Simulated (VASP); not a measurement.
# Al2Rh in VASP: notebook, part 2 of 2

VASP 6.6.1. Earlier steps stand in the parts before.

## 3. Single point, PBE

INCAR reads:

```
ALGO = Fast ; EDIFF = 1E-6
ENCUT = 520 ; GGA = PE
ISIF = 2 ; ISMEAR = 0
LASPH = T ; LCHARG = T
LELF = T ; LREAL = F
LVHAR = T ; LWAVE = F
NBANDS = 18 ; NELM = 60
PREC = Accurate ; SIGMA = 0.1
```

KPOINTS reads:

```
k-points
0
Gamma
  6 6 4
```

POSCAR reads:

```
Al2Rh
1.0
    3.0051026556     -3.0205262471      0.0000000000
    3.0051026556      3.0205262471      0.0000000000
    0.0000000000      0.0000000000      2.8018985396
Al Rh
2 1
Direct
    0.0000000000      0.5000000000      0.0000000000
    0.5000000000      0.0000000000      0.0000000000
    0.5000000000      0.5000000000      0.5000000000
```

Potentials or basis: VASP PAW PBE potentials, release 64 (Al, Rh_pv).

The run is started by

```console
$ cat potpaw_PBE.64/Al/POTCAR potpaw_PBE.64/Rh_pv/POTCAR > POTCAR
$ mpirun -np 1 vasp_std > vasp.out
```

OUTCAR:

```text
EDIFF = 1E-6
   ENCUT = 520
   GGA = PE
   ISIF = 2
   ISMEAR = 0
   LASPH = T
   LREAL = F
   NELM = 60
   PREC = Accurate

 ion  position               nearest neighbor table
   1  0.000  0.500  0.000-   3 2.55   3 2.55   3 2.55   3 2.55   2 3.01   2 3.01   2 3.02   2 3.02

   2  0.500  0.000  0.000-   3 2.55   3 2.55   3 2.55   3 2.55   1 3.01   1 3.01   1 3.02   1 3.02

   3  0.500  0.500  0.500-   1 2.55   2 2.55   1 2.55   2 2.55   2 2.55   2 2.55   1 2.55   1 2.55

  LATTYP: Found a base centered orthorhombic cell.
 ALAT       =     6.0102053112
 B/A-ratio  =     1.0051324674
 C/A-ratio  =     0.4661901540

  Lattice vectors:

 A1 = (   3.0051026556,  -3.0205262471,   0.0000000000)
 A2 = (   3.0051026556,   3.0205262471,   0.0000000000)
 A3 = (   0.0000000000,   0.0000000000,   2.8018985396)

Analysis of symmetry for initial positions (statically):
=====================================================================
 Subroutine PRICEL returns:
 Original cell was already a primitive cell.

 Routine SETGRP: Setting up the symmetry group for a
 base centered orthorhombic supercell.

 Subroutine GETGRP returns: Found  8 space group operations
 (whereof  8 operations were pure point group operations)
 out of a pool of  8 trial point group operations.

The static configuration has the point symmetry D_2h.

Analysis of symmetry for dynamics (positions and initial velocities):
=====================================================================
 Subroutine PRICEL returns:
 Original cell was already a primitive cell.

 Routine SETGRP: Setting up the symmetry group for a
 base centered orthorhombic supercell.

 Subroutine GETGRP returns: Found  8 space group operations
 (whereof  8 operations were pure point group operations)
 out of a pool of  8 trial point group operations.

The dynamic configuration has the point symmetry D_2h.

 Subroutine INISYM returns: Found  8 space group operations
 (whereof  8 operations are pure point group operations),
 and found     1 'primitive' translations

----------------------------------------------------------------------------------------

                                     Primitive cell

  volume of cell :      50.8656

  direct lattice vectors                    reciprocal lattice vectors
     3.005102656 -3.020526247  0.000000000     0.166383667 -0.165534069  0.000000000
     3.005102656  3.020526247  0.000000000     0.166383667  0.165534069  0.000000000
     0.000000000  0.000000000  2.801898540     0.000000000  0.000000000  0.356900861

  length of vectors
     4.260777016  4.260777016  2.801898540     0.234702051  0.234702051  0.356900861

  position of ions in fractional coordinates (direct lattice)
     0.000000000  0.500000000  0.000000000
     0.500000000  0.000000000  0.000000000
     0.500000000  0.500000000  0.500000000

  ion indices of the primitive-cell ions
   primitive index   ion index
                 1           1
                 2           2
                 3           3

----------------------------------------------------------------------------------------

 KPOINTS: k-points

Automatic generation of k-mesh.
 Grid dimensions read from file:
 generate k-points for:    6    6    4

 Generating k-lattice:

  Cartesian coordinates                     Fractional coordinates (reciprocal lattice)
     0.027730611 -0.027589011  0.000000000     0.166666667  0.000000000  0.000000000
     0.027730611  0.027589011  0.000000000     0.000000000  0.166666667  0.000000000
     0.000000000  0.000000000  0.089225215     0.000000000  0.000000000  0.250000000

  Length of vectors
     0.039117008  0.039117008  0.089225215

  Shift w.r.t. Gamma in fractional coordinates (k-lattice)
     0.000000000  0.000000000  0.000000000

 Subroutine IBZKPT returns following result:
 ===========================================

 Found     39 irreducible k-points:

 Following reciprocal coordinates:
            Coordinates               Weight
  0.000000  0.000000  0.000000      1.000000
  0.166667  0.000000  0.000000      4.000000
  0.333333  0.000000  0.000000      4.000000
  0.500000  0.000000  0.000000      2.000000
  0.166667  0.166667  0.000000      2.000000
  0.333333  0.166667  0.000000      4.000000
[... 16 lines left out ...]
  0.333333  0.333333  0.250000      4.000000
  0.500000  0.333333  0.250000      8.000000
 [... further k-points ...]
   k-points           NKPTS =     39   k-points in BZ     NKDIM =     39   number of bands    NBANDS=     18
   number of dos      NEDOS =    301   number of ions     NIONS =      3
   total plane-waves  NPLWV =  24576
   dimension x,y,z NGX =    32 NGY =   32 NGZ =   24
   dimension x,y,z NGXF=    64 NGYF=   64 NGZF=   48
   ions per type =               2   1
   NGX,Y,Z   is equivalent  to a cutoff of  12.49, 12.49, 14.24 a.u.
   NGXF,Y,Z  is equivalent  to a cutoff of  24.97, 24.97, 28.48 a.u.
 SYSTEM =  unknown system
   PREC   = accura    normal or accurate (medium, high low for compatibility)
   ISTART =      0    job   : 0-new  1-cont  2-samecut
   ICHARG =      2    charge: 1-file 2-atom 10-const
   ISPIN  =      1    spin polarized calculation?
   LNONCOLLINEAR =      F non collinear calculations
   LSORBIT =      F    spin-orbit coupling
   LASPH  =      T    aspherical Exc in radial PAW
   ENCUT  =  520.0 eV  38.22 Ry    6.18 a.u.   7.92  7.92  5.21*2*pi/ulx,y,z
   NELM   =     60;   NELMIN=  2; NELMDL= -5     # of ELM steps
   EDIFF  = 0.1E-05   stopping-criterion for ELM
   LREAL  =      F    real-space projection
[... 7 lines left out ...]
   TEBEG  =    0.0;   TEEND  =   0.0 temperature during run
   PSTRESS=    0.0 pullay stress
   NELECT =      21.0000    total number of electrons
   NUPDOWN=      -1.0000    fix difference up-down
   EMIN   =  10.00;   EMAX   =-10.00  energy-range for DOS
   EFERMI =   0.00;   METHOD = LEGACY
   ISMEAR =     0;   SIGMA  =   0.10  broadening in eV -4-tet -1-fermi 0-gaus
   EFERMI_NEDOS =   21; number of points for ismear=-14 and -15
   IALGO  =     68    algorithm
   IMIX   =      4    mixing-type and parameters
     AMIX     =   0.40;   BMIX     =  1.00
     AMIX_MAG =   1.60;   BMIX_MAG =  1.00
  volume/ion in A,a.u.               =      16.96       114.42
  Fermi-wavevector in a.u.,A,eV,Ry     =   1.219008  2.303591 20.217986  1.485980
  Thomas-Fermi vector in A             =   2.354275
   LORBIT       =      0    0 simple, 1 ext, 2 COOP (PROOUT), +10 PAW based schemes
   GGA     = PE    functional components
   LHFCALC =     F    Hartree Fock is set to
   AEXX    =    0.0000 exact exchange contribution
   IVDW    =     0    specifies the selected vdW correction
   LEPSILON=     F    determine dielectric tensor
   LRPA    =     F    only Hartree local field effects (RPA)
 non-spin polarized calculation
 RMM-DIIS sequential band-by-band and
 Gauss-broadening in eV      SIGMA  =   0.10
  energy-cutoff  :      520.00
  volume of cell :       50.87
 maximum number of plane-waves:      1388
   NGX = 15   NGY = 15   NGZ = 11

 number of electron      20.9999997 magnetization

 Free energy of the ion-electron system (eV)
  ---------------------------------------------------
  ext. energy  EPLUGINS =         0.00000000
  ---------------------------------------------------
  free energy    TOTEN  =       -16.87148022 eV

  energy without entropy =      -16.86739931  energy(sigma->0) =      -16.86943976

 E-fermi :   8.1588     XC(G=0): -10.7246

 val. band max:        8.1353749004   @ k =   0.5000   0.3333   0.0000
 cond. band min:       8.2200217517   @ k =  -0.3333   0.3333   0.5000
 fundamental gap:      0.0846468513
 Fermi energy:         8.1587592581

 k-point     1 :       0.0000    0.0000    0.0000
  band No.  band energies     occupation
      1     -38.5792      2.00000
      2     -38.5744      2.00000
      3     -38.4543      2.00000
      4      -1.7394      2.00000
      5       2.3142      2.00000
      6       3.4081      2.00000
[... 10 lines left out ...]
     17      16.8132      0.00000
     18      16.9916      0.00000
[... 463 lines left out ...]
 k-point    24 :       0.5000    0.3333    0.2500
  band No.  band energies     occupation
      1     -38.5898      2.00000
      2     -38.5671      2.00000
      3     -38.5621      2.00000
      4       1.8276      2.00000
      5       1.9671      2.00000
      6       3.7832      2.00000
[... 10 lines left out ...]
     17      16.6632      0.00000
     18      17.0788      0.00000

 [... further k-points ...]

------------------------ aborting loop because EDIFF is reached ----------------------------------------

  FORCE on cell =-STRESS in cart. coord.  units (eV):
  Direction    XX          YY          ZZ          XY          YZ          ZX
  --------------------------------------------------------------------------------------
  -------------------------------------------------------------------------------------
  Total        0.1116807     -0.0108101     -0.0140105      0.0000000      0.0000000      0.0000000
  in kB        3.5177446     -0.3404978     -0.4413060      0.0000000      0.0000000      0.0000000
  external PRESSURE =       0.9119803 kB  Pullay stress =       0.0000000 kB

 VOLUME and BASIS-vectors are now :
 -----------------------------------------------------------------------------
  energy-cutoff  :      520.00
  volume of cell :       50.87
      direct lattice vectors                 reciprocal lattice vectors
     3.005102656 -3.020526247  0.000000000     0.166383667 -0.165534069  0.000000000
     3.005102656  3.020526247  0.000000000     0.166383667  0.165534069  0.000000000
     0.000000000  0.000000000  2.801898540     0.000000000  0.000000000  0.356900861

 POSITION                                       TOTAL-FORCE (eV/Angst)
 -----------------------------------------------------------------------------------
      1.50255      1.51026      0.00000         0.000000      0.000000      0.000000
      1.50255     -1.51026      0.00000         0.000000      0.000000      0.000000
      3.00510      0.00000      1.40095        -0.000000     -0.000000      0.000000
 -----------------------------------------------------------------------------------
    total drift:                               -0.000000     -0.000000     -0.000000

  FREE ENERGIE OF THE ION-ELECTRON SYSTEM (eV)
  ---------------------------------------------------
  free  energy   TOTEN  =       -16.8714802231 eV

  energy  without entropy=      -16.8673993065  energy(sigma->0) =      -16.86943976
```

stdout:

```text
POSCAR found type information on POSCAR AlRh
 POSCAR found :  2 types and       3 ions
 scaLAPACK will be used
 LDA part: xc-table for (Slater+PW92), standard interpolation
 POSCAR, INCAR and KPOINTS ok, starting setup
 FFT: planning ... GRIDC
 FFT: planning ... GRID_SOFT
 FFT: planning ... GRID
 WAVECAR not read
 entering main loop
```

Run time: 14 s. Hardware: 1 thread of AMD EPYC 9R45 (Zen 5), shared host; peak memory 0.15 GiB.

What came out:

| Property | Result |
| --- | --- |
| Free energy | -16.8715 eV |
| Pressure | 0.1 GPa |
| Band gap on the k mesh | zero (an odd number of electrons rules out a gap without spin polarisation) |

Stress tensor (GPa, compression positive):
```
 0.35  0.00  0.00
 0.00 -0.03  0.00
 0.00  0.00 -0.04
```

Caveat: the k points lie up to 0.56 Å⁻¹ apart, too coarse for converged energies and pressures of a metal.

## 4. Relaxation of cell and atoms, PBE

INCAR reads:

```
PREC = Accurate
ENCUT = 600
EDIFF = 1E-6
ISMEAR = 0
SIGMA = 0.1
LREAL = F
LASPH = T
NELM = 100
ALGO = Normal
ISIF = 3
LWAVE = F
LCHARG = F
GGA = PE
IBRION = 2
NSW = 90
EDIFFG = -0.04
```

KPOINTS reads:

```
Automatic mesh
0
Gamma
  4 4 6
```

POSCAR reads:

```
Al2Rh
1.0
    4.2607770160      0.0000000000      0.0000000000
    0.0000000000      4.2607770160      0.0000000000
    0.0000000000      0.0000000000      2.8018985396
Al Rh
2 1
Direct
    0.0000000000      0.5000000000      0.0000000000
    0.5000000000      0.0000000000      0.0000000000
    0.5000000000      0.5000000000      0.5000000000
```

The run is started by

```console
$ cat potpaw_PBE.64/Al/POTCAR potpaw_PBE.64/Rh_pv/POTCAR > POTCAR
$ mpirun -np 1 vasp_std > vasp.out
```

Wall time 16 s (1 thread of AMD EPYC 9R45 (Zen 5), shared host); peak memory 0.16 GiB.

Results (log left out):

```
Free energy                           : -16.7923 eV
Relaxed volume                        : 17.01 Å³/atom
Relaxed cell                          : a = 4.256 Å, b = 4.256 Å, c = 2.817 Å, α = 90.00°, β = 90.00°, γ = 90.00°
Space group after relaxing (to 0.1 Å) : P4/mmm (No. 123)
Energy gained by relaxing             : 0.4 meV/atom
Ionic steps                           : 3
Pressure after relaxing               : -0.3 GPa
Band gap on the k mesh                : zero (an odd number of electrons rules out a gap without spin polarisation)
```

Stress tensor (GPa, compression positive):
```
-0.31  0.00  0.00
 0.00 -0.31  0.00
 0.00  0.00 -0.13
```

Step by step:
| step | energy change (eV) | largest force (eV/Å) | pressure (GPa) | volume (Å³) |
| --- | --- | --- | --- | --- |
| 1 | 0.0000 | 0.0000 | 0.28 | 50.87 |
| 2 | -0.0011 | 0.0000 | -0.46 | 51.08 |
| 3 | -0.0013 | 0.0000 | -0.25 | 51.02 |

Final structure:
```
CELL_PARAMETERS angstrom
4.25589 0.00000 0.00000
0.00000 4.25589 0.00000
0.00000 0.00000 2.81674
ATOMIC_POSITIONS crystal
Al 0.00000 0.50000 0.00000
Al 0.50000 0.00000 0.00000
Rh 0.50000 0.50000 0.50000
```

Levels at points of the mesh, in eV from the Fermi level:
```tsv
k point	band 9	band 10	band 11	band 12	band 13	band 14
(0.00, 0.00, 0.00)	-1.91	-1.91	-1.91	2.32	2.39	5.55
(0.50, 0.00, 0.00)	-2.00	-1.90	-0.37	1.29	2.94	4.24
(0.50, 0.50, 0.00)	-3.14	-1.98	-1.98	-0.18	7.77	7.77
(0.00, 0.00, 0.50)	-2.33	0.77	2.85	3.94	3.94	4.38
(0.50, 0.00, 0.50)	-2.52	-2.46	0.39	1.36	3.43	5.05
(0.50, 0.50, 0.50)	-1.84	-1.73	-1.73	-0.62	2.48	2.48
```

Caveat: the k points lie up to 0.37 Å⁻¹ apart in the final cell, too coarse for converged energies and pressures of a metal.

## 5. Single point, PBE, collinear spin, ferromagnetic start

INCAR reads:

```
PREC = Accurate ; ENCUT = 520
EDIFF = 1E-7 ; ISMEAR = 0
SIGMA = 0.1 ; LREAL = F
LASPH = T ; NELM = 150
ALGO = Fast ; ISIF = 2
LWAVE = F ; LCHARG = F
ISPIN = 2 ; MAGMOM = 0 0 1
LORBIT = 11 ; LMAXMIX = 4
GGA = PE ; NBANDS = 22
```

KPOINTS reads:

```
regular mesh
0
Gamma
  4 4 6
```

POSCAR reads:

```
Al2Rh
1.0
    4.2522460397      0.0000000000      0.0000000000
    0.0000000000      4.2522460397      0.0000000000
    0.0000000000      0.0000000000      2.8169192550
Al Rh
2 1
Direct
    0.0000000000      0.5000000000      0.0000000000
    0.5000000000      0.0000000000      0.0000000000
    0.5000000000      0.5000000000      0.5000000000
```

The run is started by

```console
$ cat potpaw_PBE.64/Al/POTCAR potpaw_PBE.64/Rh_pv/POTCAR > POTCAR
$ mpirun -np 1 vasp_std > vasp.out
```

It took 23 s on 1 thread of AMD EPYC 9R45 (Zen 5), shared host; peak memory 0.17 GiB.

Results (log left out):

```yaml
Free_energy: -16.7924 eV
Pressure: 0.0 GPa
Net_moment: 0.00 μB per cell
Valence_electrons_inside_the_program's_atomic_spheres: Al 0.77; Rh 14.06
```

Levels at points of the mesh, in eV from the Fermi level:
Spin up:
```tsv
k point	band 7	band 8	band 9	band 10	band 11	band 12	band 13	band 14	band 15	band 16
(0.00, 0.00, 0.00)	-3.06	-1.92	-1.92	-1.91	-1.91	2.32	2.41	5.57	5.57	7.72
(0.50, 0.00, 0.00)	-3.76	-3.29	-2.01	-1.91	-0.37	1.30	2.95	4.26	7.91	9.21
(0.50, 0.50, 0.00)	-5.46	-3.31	-3.14	-1.99	-1.99	-0.18	7.78	7.78	8.70	10.71
(0.00, 0.00, 0.50)	-4.93	-4.27	-2.33	0.77	2.87	3.95	3.95	4.38	4.52	4.52
(0.50, 0.00, 0.50)	-3.74	-2.61	-2.52	-2.46	0.39	1.36	3.43	5.06	5.74	6.06
(0.50, 0.50, 0.50)	-2.80	-2.02	-1.84	-1.73	-1.73	-0.63	2.49	2.49	3.11	3.83
```
Spin down:
```tsv
k point	band 9	band 10	band 11	band 12	band 13	band 14
(0.00, 0.00, 0.00)	-1.92	-1.91	-1.91	2.32	2.41	5.57
(0.50, 0.00, 0.00)	-2.01	-1.91	-0.37	1.30	2.95	4.26
(0.50, 0.50, 0.00)	-3.14	-1.99	-1.99	-0.18	7.78	7.78
(0.00, 0.00, 0.50)	-2.33	0.77	2.87	3.95	3.95	4.38
(0.50, 0.00, 0.50)	-2.52	-2.46	0.39	1.36	3.43	5.06
(0.50, 0.50, 0.50)	-1.84	-1.73	-1.73	-0.63	2.49	2.49
```

Caveat: the k points lie up to 0.37 Å⁻¹ apart.

## 6. Overview

| task | spin | cell | k mesh | cutoff (eV) | gap on the mesh (eV) | pressure (GPa) |
| --- | --- | --- | --- | --- | --- | --- |
| single point | off | a = 4.252, b = 4.252, c = 2.817 Å, 3 atoms | 4 × 4 × 6 | 520 | none | 0.0 |
| single point | off | a = 4.261, b = 4.261, c = 2.802 Å, angles 90.0, 90.0, 90.3°, 3 atoms | 6 × 6 × 4 | 520 | none | 0.1 |
| relaxation of cell and atoms | off | relaxed from a = 4.261, b = 4.261, c = 2.802 Å, 3 atoms | 4 × 4 × 6 | 600 | none | -0.3 |
| single point | collinear, ferromagnetic start | a = 4.252, b = 4.252, c = 2.817 Å, 3 atoms | 4 × 4 × 6 | 520 | none | 0.0 |

Alike in all rows: level PBE; potentials or basis VASP PAW PBE potentials, release 64 (Al, Rh_pv); smearing gaussian 0.1 eV.

Caveats: all runs use coarse meshes.

Absolute energies hang on the potentials; compare differences alone.
